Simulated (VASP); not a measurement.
A run of VASP 6.6.1 is set up as follows.

POSCAR

```
MgTe
1.0
    4.5776356459      0.0000000000      0.0000000000
   -2.2888178230      3.9643487586      0.0000000000
    0.0000000000      0.0000000000      7.4550892595
Mg Te
2 2
Direct
    0.3333333333      0.6666666667     -0.0006080519
    0.6666666667      0.3333333333      0.4993919481
    0.3333333333      0.6666666667      0.3756080519
    0.6666666667      0.3333333333      0.8756080519
```

Contents of INCAR.step1:

```
SYSTEM = MgTe
  ALGO = Normal
  EDIFF = 1E-5
  ENCUT = 520
  GGA = PE
  GGA_COMPAT = .FALSE.
  ISIF = 2
  ISMEAR = 0
  LASPH = .TRUE.
  LCHARG = .FALSE.
  LREAL = .FALSE.
  LWAVE = .TRUE.
  NBANDS = 16
  NELM = 120
  PREC = Accurate
  SIGMA = 0.01
```

File INCAR.step2:

```
SYSTEM = MgTe
  AEXX = 0.25
  ALGO = Normal
  EDIFF = 1E-6
  ENCUT = 520
  GGA = PE
  GGA_COMPAT = .FALSE.
  ISIF = 2
  ISMEAR = 0
  ISTART = 1
  LASPH = .TRUE.
  LCHARG = .FALSE.
  LHFCALC = .TRUE.
  LREAL = .FALSE.
  LWAVE = .FALSE.
  NBANDS = 16
  NELM = 120
  PREC = Accurate
  PRECFOCK = Normal
  SIGMA = 0.01
```

File KPOINTS:

```
k-points
0
G
  6 6 2
  0 0 0
```

Potentials or basis: VASP PAW PBE potentials, release 64 (Mg, Te).

Run with:

```sh
$ cat potpaw_PBE.64/Mg/POTCAR potpaw_PBE.64/Te/POTCAR > POTCAR
$ cp INCAR.step1 INCAR
$ mpirun -np 1 vasp_std > vasp.out
$ cp INCAR.step2 INCAR
$ mpirun -np 1 vasp_std > vasp.out
```

**Question.** What does it give for the band gap on the k mesh?

**Answer.** 3.86 eV.

**Question.** What does it give for the pressure?

**Answer.** -0.3 GPa.

Caveat: the k points lie up to 0.42 Å⁻¹ apart; the PAW data sets were made with another functional, which shifts forces and pressure a little; spin-orbit coupling is left out, which moves the levels of the heavy elements.
